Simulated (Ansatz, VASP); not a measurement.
## MgS: VASP beside Ansatz

Contents of INCAR:

```
SYSTEM = MgS
PREC = Accurate
ENCUT = 600
EDIFF = 1E-6
ISMEAR = 0
SIGMA = 0.02
LREAL = .FALSE.
LASPH = .TRUE.
NELM = 60
ALGO = Normal
ISIF = 3
LWAVE = .FALSE.
LCHARG = .FALSE.
GGA = PE
IBRION = 2
NSW = 65
EDIFFG = -0.01
```

The input KPOINTS:

```
regular mesh
0
G
  9 9 2
  0 0 0
```

The input POSCAR:

```
MgS
1.0
    4.0544445329      0.0000000000      0.0000000000
   -2.0272222664      3.5112519637      0.0000000000
    0.0000000000      0.0000000000     16.2285757935
Mg S
5 5
Direct
    0.0000000000      0.0000000000      0.0000000000
    0.3333333333      0.6666666667      0.2000000000
    0.0000000000      0.0000000000      0.4000000000
    0.6666666667      0.3333333333      0.6000000000
    0.3333333333      0.6666666667      0.8000000000
    0.0000000000      0.0000000000      0.1500000000
    0.3333333333      0.6666666667      0.3500000000
    0.0000000000      0.0000000000      0.5500000000
    0.6666666667      0.3333333333      0.7500000000
    0.3333333333      0.6666666667      0.9500000000
```

Input for Ansatz:

```yaml
crystal:
  lattice:
    - [4.0544445452, 0.0, 0.0]
    - [-2.0272222726, 3.5112519744, 0.0]
    - [0.0, 0.0, 16.2285757026]
  atoms:
    - { symbol: Mg, position: [0.0, 0.0, 0.0] }
    - { symbol: S, position: [0.0, 0.0, 0.15] }
    - { symbol: Mg, position: [0.3333333333, 0.6666666667, 0.2] }
    - { symbol: S, position: [0.3333333333, 0.6666666667, 0.35] }
    - { symbol: Mg, position: [0.0, 0.0, 0.4] }
    - { symbol: S, position: [0.0, 0.0, 0.55] }
    - { symbol: Mg, position: [0.6666666667, 0.3333333333, 0.6] }
    - { symbol: S, position: [0.6666666667, 0.3333333333, 0.75] }
    - { symbol: Mg, position: [0.3333333333, 0.6666666667, 0.8] }
    - { symbol: S, position: [0.3333333333, 0.6666666667, 0.95] }
basis:
  ecutwfc: 420
kpoints:
  mp_grid: { grid: [9, 9, 2] }
hamiltonian:
  xc: pbe
scf:
  occupations: { method: gaussian, width: 0.02 }
output:
  forces: true
  stress: true
  eigenvalues: true
  populations: true
  write_density: true
  write_potential: true
  elf: true
  volumetric_format: npy
relax:
  adjacent_minimum: "off"
  f_tol: 0.01
  max_steps: 45
  cell: { stress_tol: 0.05 }
```

Alike in both runs: task relaxation of cell and atoms; functional PBE; k mesh 9 × 9 × 2; occupations gaussian, width 0.02 eV; no spin polarisation.

|  | VASP | Ansatz |
| --- | --- | --- |
| version | VASP 6.6.1 | Ansatz 0.2.0 |
| potentials or method | VASP PAW PBE potentials, release 64 (Mg, S), cutoff 600 eV | scalar-relativistic, plane waves, PAW |
| valence electrons in the cell | 40 | 80 |

|  | VASP | Ansatz | Ansatz less VASP |
| --- | --- | --- | --- |
| gap on the k mesh at the Fermi level, each at its own relaxed structure (eV) | 3.38 | 3.37 | -0.005 |
| relaxed volume (Å³/atom) | 23.06 | 23.12 | +0.051 |
| relaxed cell length with the largest relative difference (Å) | 4.034 | 4.038 | +0.0039 |

VASP's potentials hold 40 valence electrons a cell and Ansatz's 80, so a difference there can come from the potentials and not from the codes.
